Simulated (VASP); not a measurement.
# V (P6/mmm) in VASP: further runs

V is run at these levels: PBE; tasks: relaxation of shape and atoms at fixed volume, single point.

Everything below comes from runs of VASP 6.6.1. Logs are shortened: lines on timing, memory, paths and dates and some standing lists are left out, and cuts for length are marked.

## (1) The cell of the first run

The structure is hexagonal, space group P6/mmm (No. 191). Conventional cell: a = 1.916 Å, b = 1.916 Å, c = 1.787 Å, α = 90.00°, β = 90.00°, γ = 120.00°. V (site symmetry 6/mmm) has 8 V at 1.79 to 1.92 Å within 2.4 Å.

This isn't the form of V at room conditions, which is bcc.

## (2) Relaxation of shape and atoms at fixed volume, PBE

INCAR

```
PREC     = Accurate       # precision mode
ENCUT    = 500            # plane-wave cutoff, eV
EDIFF    = 1E-7           # SCF threshold, eV
ISMEAR   = -1             # smearing method
SIGMA    = 0.05           # smearing width, eV
LREAL    = False          # projectors in reciprocal space
LASPH    = True           # aspherical terms in the spheres
NELM     = 120            # most SCF steps
ALGO     = Normal         # electronic algorithm
ISIF     = 4              # what is computed and relaxed
LWAVE    = False          # write WAVECAR
LCHARG   = False          # write CHGCAR
GGA      = PE             # functional
IBRION   = 2              # ionic algorithm
NSW      = 50             # ionic steps
EDIFFG   = -0.005         # ionic threshold
GGA_COMPAT= False        
NELMIN   = 4
```

KPOINTS

```
regular mesh
0
Gamma
  17 17 15
```

POSCAR

```
V
1.0
    1.9155064120      0.0000000000      0.0000000000
   -0.9577532060      1.6588772140      0.0000000000
    0.0000000000      0.0000000000      1.7874649250
V
1
Direct
    0.0000000000      0.0000000000      0.0000000000
```

Potentials or basis: VASP PAW PBE potentials, release 64 (V_sv).

Command:

```
$ cat potpaw_PBE.64/V_sv/POTCAR > POTCAR
$ mpirun -np 1 vasp_std > vasp.out
```

OUTCAR:

```text
PREC = Accurate
   ENCUT = 500
   EDIFF = 1E-7
   ISMEAR = -1
   LREAL = False
   LASPH = True
   NELM = 120
   ISIF = 4
   GGA = PE
   IBRION = 2
   NSW = 50
   EDIFFG = -0.005
   NELMIN = 4

 ion  position               nearest neighbor table
   1  0.000  0.000  0.000-

  LATTYP: Found a hexagonal cell.
 ALAT       =     1.9155064120
 C/A-ratio  =     0.9331552814

  Lattice vectors:

 A1 = (   1.9155064120,   0.0000000000,   0.0000000000)
 A2 = (  -0.9577532060,   1.6588772140,   0.0000000000)
 A3 = (   0.0000000000,   0.0000000000,   1.7874649250)

Analysis of symmetry for initial positions (statically):
=====================================================================
 Subroutine PRICEL returns:
 Original cell was already a primitive cell.

 Routine SETGRP: Setting up the symmetry group for a
 hexagonal supercell.

 Subroutine GETGRP returns: Found 24 space group operations
 (whereof 24 operations were pure point group operations)
 out of a pool of 24 trial point group operations.

The static configuration has the point symmetry D_6h.

Analysis of symmetry for dynamics (positions and initial velocities):
=====================================================================
 Subroutine PRICEL returns:
 Original cell was already a primitive cell.

 Routine SETGRP: Setting up the symmetry group for a
 hexagonal supercell.

 Subroutine GETGRP returns: Found 24 space group operations
 (whereof 24 operations were pure point group operations)
 out of a pool of 24 trial point group operations.

The dynamic configuration has the point symmetry D_6h.

 Subroutine INISYM returns: Found 24 space group operations
 (whereof 24 operations are pure point group operations),
 and found     1 'primitive' translations

----------------------------------------------------------------------------------------

                                     Primitive cell

  volume of cell :       5.6798

  direct lattice vectors                    reciprocal lattice vectors
     1.915506412  0.000000000  0.000000000     0.522055157  0.301408685  0.000000000
    -0.957753206  1.658877214  0.000000000     0.000000000  0.602817370  0.000000000
     0.000000000  0.000000000  1.787464925     0.000000000  0.000000000  0.559451537

  length of vectors
     1.915506412  1.915506412  1.787464925     0.602817370  0.602817370  0.559451537

  position of ions in fractional coordinates (direct lattice)
     0.000000000  0.000000000  0.000000000

  ion indices of the primitive-cell ions
   primitive index   ion index
                 1           1

----------------------------------------------------------------------------------------

 KPOINTS: regular mesh

Automatic generation of k-mesh.
 Grid dimensions read from file:
 generate k-points for:   17   17   15

 Generating k-lattice:

  Cartesian coordinates                     Fractional coordinates (reciprocal lattice)
     0.030709127  0.017729923  0.000000000     0.058823529  0.000000000  0.000000000
     0.000000000  0.035459845  0.000000000     0.000000000  0.058823529  0.000000000
     0.000000000  0.000000000  0.037296769     0.000000000  0.000000000  0.066666667

  Length of vectors
     0.035459845  0.035459845  0.037296769

  Shift w.r.t. Gamma in fractional coordinates (k-lattice)
     0.000000000  0.000000000  0.000000000

 Subroutine IBZKPT returns following result:
 ===========================================

 Found    264 irreducible k-points:

 Following reciprocal coordinates:
            Coordinates               Weight
  0.000000  0.000000  0.000000      1.000000
  0.058824  0.000000  0.000000      6.000000
  0.117647  0.000000  0.000000      6.000000
  0.176471  0.000000  0.000000      6.000000
  0.235294  0.000000  0.000000      6.000000
  0.294118 -0.000000  0.000000      6.000000
[... 16 lines left out ...]
  0.411765  0.117647  0.000000     12.000000
  0.176471  0.176471  0.000000      6.000000
 [... further k-points ...]
   k-points           NKPTS =    264   k-points in BZ     NKDIM =    264   number of bands    NBANDS=     10
   number of dos      NEDOS =    301   number of ions     NIONS =      1
   total plane-waves  NPLWV =   2744
   dimension x,y,z NGX =    14 NGY =   14 NGZ =   14
   dimension x,y,z NGXF=    28 NGYF=   28 NGZF=   28
   ions per type =               1
   NGX,Y,Z   is equivalent  to a cutoff of  12.15, 12.15, 13.02 a.u.
   NGXF,Y,Z  is equivalent  to a cutoff of  24.30, 24.30, 26.04 a.u.
 SYSTEM =  unknown system
   PREC   = accura    normal or accurate (medium, high low for compatibility)
   ISTART =      0    job   : 0-new  1-cont  2-samecut
   ICHARG =      2    charge: 1-file 2-atom 10-const
   ISPIN  =      1    spin polarized calculation?
   LNONCOLLINEAR =      F non collinear calculations
   LSORBIT =      F    spin-orbit coupling
   LASPH  =      T    aspherical Exc in radial PAW
   ENCUT  =  500.0 eV  36.75 Ry    6.06 a.u.   3.49  3.49  3.26*2*pi/ulx,y,z
   NELM   =    120;   NELMIN=  4; NELMDL= -5     # of ELM steps
   EDIFF  = 0.1E-06   stopping-criterion for ELM
   LREAL  =      F    real-space projection
   EDIFFG = -.5E-02   stopping-criterion for IOM
   NSW    =     50    number of steps for IOM
   IBRION =      2    ionic relax: 0-MD 1-quasi-New 2-CG
   NFREE  =      1    steps in history (QN), initial steepest desc. (CG)
   ISIF   =      4    stress and relaxation
   ISYM   =      2    0-nonsym 1-usesym 2-fastsym
   POTIM  = 0.5000    time-step for ionic-motion
   TEBEG  =    0.0;   TEEND  =   0.0 temperature during run
   PSTRESS=    0.0 pullay stress
   NELECT =      13.0000    total number of electrons
   NUPDOWN=      -1.0000    fix difference up-down
   EMIN   =  10.00;   EMAX   =-10.00  energy-range for DOS
   EFERMI =   0.00;   METHOD = LEGACY
   ISMEAR =    -1;   SIGMA  =   0.05  broadening in eV -4-tet -1-fermi 0-gaus
   EFERMI_NEDOS =   21; number of points for ismear=-14 and -15
   IALGO  =     38    algorithm
   IMIX   =      4    mixing-type and parameters
     AMIX     =   0.40;   BMIX     =  1.00
     AMIX_MAG =   1.60;   BMIX_MAG =  1.00
  volume/ion in A,a.u.               =       5.68        38.33
  Fermi-wavevector in a.u.,A,eV,Ry     =   2.157467  4.077021 63.330545  4.654664
  Thomas-Fermi vector in A             =   3.132030
   LORBIT       =      0    0 simple, 1 ext, 2 COOP (PROOUT), +10 PAW based schemes
   GGA     = PE    functional components
   LHFCALC =     F    Hartree Fock is set to
   AEXX    =    0.0000 exact exchange contribution
   IVDW    =     0    specifies the selected vdW correction
   LEPSILON=     F    determine dielectric tensor
   LRPA    =     F    only Hartree local field effects (RPA)
 conjugate gradient relaxation of ions
 non-spin polarized calculation
  energy-cutoff  :      500.00
  volume of cell :        5.68
 maximum number of plane-waves:       153
 NGX is ok and might be reduce to    14
   NGX =  7   NGY =  7   NGZ =  7

--------------------------------------- Ionic step        1  -------------------------------------------

 number of electron      12.9999987 magnetization

 Free energy of the ion-electron system (eV)
  ---------------------------------------------------
  ext. energy  EPLUGINS =         0.00000000
  ---------------------------------------------------
  free energy    TOTEN  =         1.93103623 eV

  energy without entropy =        1.93645358  energy(sigma->0) =        1.93374490

------------------------ aborting loop because EDIFF is reached ----------------------------------------

  FORCE on cell =-STRESS in cart. coord.  units (eV):
  Direction    XX          YY          ZZ          XY          YZ          ZX
  --------------------------------------------------------------------------------------
  -------------------------------------------------------------------------------------
  Total       29.4673006     29.4673006     31.7318092      0.0000000      0.0000000      0.0000000
  in kB     8312.1917872   8312.1917882   8950.9686473      0.0000000      0.0000000      0.0000000
  external PRESSURE =    8525.1174076 kB  Pullay stress =       0.0000000 kB
[... 90 lines left out ...]
  energy  without entropy=        1.9246670489  energy(sigma->0) =        1.92191772

--------------------------------------- Ionic step        4  -------------------------------------------

 number of electron      12.9999995 magnetization

 Free energy of the ion-electron system (eV)
  ---------------------------------------------------
  ext. energy  EPLUGINS =         0.00000000
  ---------------------------------------------------
  free energy    TOTEN  =         1.91903327 eV

  energy without entropy =        1.92457897  energy(sigma->0) =        1.92180612

 E-fermi :  25.9535     XC(G=0): -18.3466

 val. band max:       25.9498717248   @ k =   0.3529   0.1765   0.2667
 cond. band min:      25.9559364618   @ k =   0.0588   0.0000   0.2667
 fundamental gap:      0.0060647370
 Fermi energy:        25.9535455180

 k-point     1 :       0.0000    0.0000    0.0000
  band No.  band energies     occupation
      1     -42.0878      2.00000
      2      -8.8620      2.00000
      3      -8.5078      2.00000
      4      -8.5078      2.00000
      5      18.0760      2.00000
      6      21.3170      2.00000
      7      24.7019      2.00000
      8      24.7019      2.00000
      9      34.9301      0.00000
     10      34.9301      0.00000
[... 287 lines left out ...]
 k-point    24 :       0.1765    0.1765    0.0000
  band No.  band energies     occupation
      1     -39.9138      2.00000
      2     -14.6758      2.00000
      3     -10.9392      2.00000
      4      -7.9594      2.00000
      5      21.0368      2.00000
      6      21.2770      2.00000
      7      25.4099      1.99996
      8      30.2816      0.00000
      9      33.3944      0.00000
     10      33.5860      0.00000

 [... further k-points ...]

------------------------ aborting loop because EDIFF is reached ----------------------------------------

  FORCE on cell =-STRESS in cart. coord.  units (eV):
  Direction    XX          YY          ZZ          XY          YZ          ZX
  --------------------------------------------------------------------------------------
  -------------------------------------------------------------------------------------
  Total       30.2633683     30.2633683     30.2627909      0.0000000     -0.0000000     -0.0000000
  in kB     8536.7480745   8536.7480759   8536.5851845      0.0000000     -0.0000000     -0.0000000
  external PRESSURE =    8536.6937783 kB  Pullay stress =       0.0000000 kB
[... 16 lines left out ...]
  FREE ENERGIE OF THE ION-ELECTRON SYSTEM (eV)
  ---------------------------------------------------
  free  energy   TOTEN  =         1.9190332731 eV

  energy  without entropy=        1.9245789720  energy(sigma->0) =        1.92180612

 reached required accuracy - stopping structural energy minimisation
```

It took 46 s on 1 thread of Intel Xeon 8259CL, shared host; peak memory 0.13 GiB.

The run converged, but its numbers aren't listed here, since they failed a check.

Caveat: atoms lie so close that the PAW spheres overlap strongly, which falsifies energies and pressures.

## (3) Single point, PBE

This run uses another cell than the first one, of 14.20 Å³/atom.

INCAR

```
SYSTEM = V
PREC = Accurate
ENCUT = 500
EDIFF = 1E-6
ISMEAR = -1
SIGMA = 0.05
LREAL = .False.
LASPH = .True.
NELM = 120
ALGO = Normal
ISIF = 2
LWAVE = .False.
LCHARG = .True.
GGA = PE
LELF = .True.
LVHAR = .True.
NBANDS = 12
GGA_COMPAT = .False.
```

KPOINTS

```
Automatic mesh
0
Gamma
  17 17 15
  0 0 0
```

POSCAR

```
V
1.0
    2.5997421748      0.0000000000      0.0000000000
   -1.2998710874      2.2514427667      0.0000000000
    0.0000000000      0.0000000000      2.4259631408
V
1
Direct
    0.0000000000      0.0000000000      0.0000000000
```

Potentials or basis: VASP PAW PBE potentials, release 64 (V_sv).

Command:

```
$ cat potpaw_PBE.64/V_sv/POTCAR > POTCAR
$ mpirun -np 1 vasp_std > vasp.out
```

It took 57 s on 1 thread of Intel Xeon 8259CL, shared host; peak memory 0.15 GiB.

The run converged. Its results:

```yaml
Free_energy: -8.5174 eV
Pressure: 0.1 GPa
Band_gap_on_the_k_mesh: zero (an odd number of electrons rules out a gap without spin polarisation)
```

Stress tensor (GPa, compression positive):
```
0.06 0.00 0.00
0.00 0.06 0.00
0.00 0.00 0.22
```

Levels at points of the mesh, in eV from the Fermi level:
| k point | band 3 | band 4 | band 5 | band 6 | band 7 | band 8 | band 9 | band 10 | band 11 | band 12 |
| --- | --- | --- | --- | --- | --- | --- | --- | --- | --- | --- |
| (0.00, 0.00, 0.00) | -37.41 | -37.36 | -6.69 | -2.37 | 0.20 | 0.20 | 3.31 | 3.31 | 17.57 | 18.32 |

## (4) Relaxation of shape and atoms at fixed volume, PBE

This run uses another cell than the first one, of 6.39 Å³/atom.

INCAR

```
SYSTEM = V
ALGO     = Normal         ! electronic algorithm
EDIFF    = 1E-7           ! SCF threshold, eV
EDIFFG   = -0.005         ! ionic threshold
ENCUT    = 500            ! plane-wave cutoff, eV
GGA      = PE             ! functional
GGA_COMPAT= .FALSE.      
IBRION   = 2              ! ionic algorithm
ISIF     = 4              ! what is computed and relaxed
ISMEAR   = -1             ! smearing method
LASPH    = .TRUE.         ! aspherical terms in the spheres
LCHARG   = .FALSE.        ! write CHGCAR
LREAL    = .FALSE.        ! projectors in reciprocal space
LWAVE    = .FALSE.        ! write WAVECAR
NELM     = 120            ! most SCF steps
NELMIN   = 4            
NSW      = 50             ! ionic steps
PREC     = Accurate       ! precision mode
SIGMA    = 0.05           ! smearing width, eV
```

KPOINTS

```
k-points
0
G
  17 17 15
  0 0 0
```

POSCAR

```
V
1.0
    1.9922069503      0.0000000000      0.0000000000
   -0.9961034752      1.7253018286      0.0000000000
    0.0000000000      0.0000000000      1.8590384374
V
1
Direct
    0.0000000000      0.0000000000      0.0000000000
```

Potentials or basis: VASP PAW PBE potentials, release 64 (V_sv).

Command:

```
$ cat potpaw_PBE.64/V_sv/POTCAR > POTCAR
$ mpirun -np 1 vasp_std > vasp.out
```

OUTCAR:

```text
SYSTEM = V
   EDIFF = 1E-7
   EDIFFG = -0.005
   ENCUT = 500
   GGA = PE
   IBRION = 2
   ISIF = 4
   ISMEAR = -1
   LASPH = .TRUE.
   LREAL = .FALSE.
   NELM = 120
   NELMIN = 4
   NSW = 50
   PREC = Accurate

 ion  position               nearest neighbor table
   1  0.000  0.000  0.000-

  LATTYP: Found a hexagonal cell.
 ALAT       =     1.9922069503
 C/A-ratio  =     0.9331552814

  Lattice vectors:

 A1 = (   1.9922069503,   0.0000000000,   0.0000000000)
 A2 = (  -0.9961034752,   1.7253018286,   0.0000000000)
 A3 = (   0.0000000000,   0.0000000000,   1.8590384374)

[... 396 lines left out ...]
 cond. band min:      23.2119362684   @ k =   0.0588  -0.0000   0.3333
 fundamental gap:      0.0542793544
 Fermi energy:        23.1801235448

 k-point     1 :       0.0000    0.0000    0.0000
  band No.  band energies     occupation
      1     -43.5209      2.00000
      2     -12.1025      2.00000
      3     -11.8187      2.00000
      4     -11.8187      2.00000
      5      16.2980      2.00000
      6      17.3605      2.00000
      7      22.2916      2.00000
      8      22.2916      2.00000
      9      31.1397      0.00000
     10      31.1397      0.00000
[... 287 lines left out ...]
 k-point    24 :       0.1765    0.1765    0.0000
  band No.  band energies     occupation
      1     -41.8852      2.00000
      2     -16.6742      2.00000
      3     -13.6433      2.00000
      4     -11.4209      2.00000
      5      18.7503      2.00000
      6      19.0471      2.00000
      7      21.7939      2.00000
      8      27.1327      0.00000
      9      29.6787      0.00000
     10      29.8366      0.00000

 [... further k-points ...]

------------------------ aborting loop because EDIFF is reached ----------------------------------------

  FORCE on cell =-STRESS in cart. coord.  units (eV):
  Direction    XX          YY          ZZ          XY          YZ          ZX
  --------------------------------------------------------------------------------------
  -------------------------------------------------------------------------------------
  Total       23.2952028     23.2952028     23.2953449     -0.0000000      0.0000000      0.0000000
  in kB     5841.0264907   5841.0264913   5841.0621223     -0.0000003      0.0000000      0.0000000
  external PRESSURE =    5841.0383681 kB  Pullay stress =       0.0000000 kB
[... 16 lines left out ...]
  FREE ENERGIE OF THE ION-ELECTRON SYSTEM (eV)
  ---------------------------------------------------
  free  energy   TOTEN  =        -1.2179729290 eV

  energy  without entropy=       -1.2127855160  energy(sigma->0) =       -1.21537922

 reached required accuracy - stopping structural energy minimisation
```

CONTCAR:

```text
V
   1.00000000000000
     1.9803924467723766   -0.0000000000296927    0.0000000000000000
    -0.9901962234616064    1.7150701684721035   -0.0000000000000000
    -0.0000000000000000    0.0000000000000000    1.8812856750712472
  V
     1
Direct
     0.0000000000000000    0.0000000000000000    0.0000000000000000

  0.00000000E+00  0.00000000E+00  0.00000000E+00
```

Wall time 1.9 min (1 thread of Intel Xeon 8259CL, shared host); peak memory 0.14 GiB.

What came out:

| Quantity | Value |
| --- | --- |
| Free energy | -1.2180 eV |
| Energy gained by relaxing | 11.7 meV/atom |
| Ionic steps | 7 |
| Pressure after relaxing | 584.1 GPa |
| Band gap on the k mesh | zero (an odd number of electrons rules out a gap without spin polarisation) |

Step by step:
```
step  energy change (eV)  largest force (eV/Å)  pressure (GPa)  volume (Å³)
   1              0.0000                0.0000          585.11         6.39
   2              0.1466                0.0000          586.36         6.39
   3             -0.0117                0.0000          584.01         6.39
   4             -0.0117                0.0000          584.10         6.39
   5             -0.0117                0.0000          584.07         6.39
   6             -0.0117                0.0000          584.18         6.39
   7             -0.0117                0.0000          584.10         6.39
```

Final structure:
```xyz
1
Lattice="1.9804 0.0000 0.0000 -0.9902 1.7151 0.0000 0.0000 0.0000 1.8813" Properties=species:S:1:pos:R:3 pbc="T T T"
V     0.0000    0.0000    0.0000
```

Caveat: atoms lie so close that the PAW spheres overlap strongly, which falsifies energies and pressures.
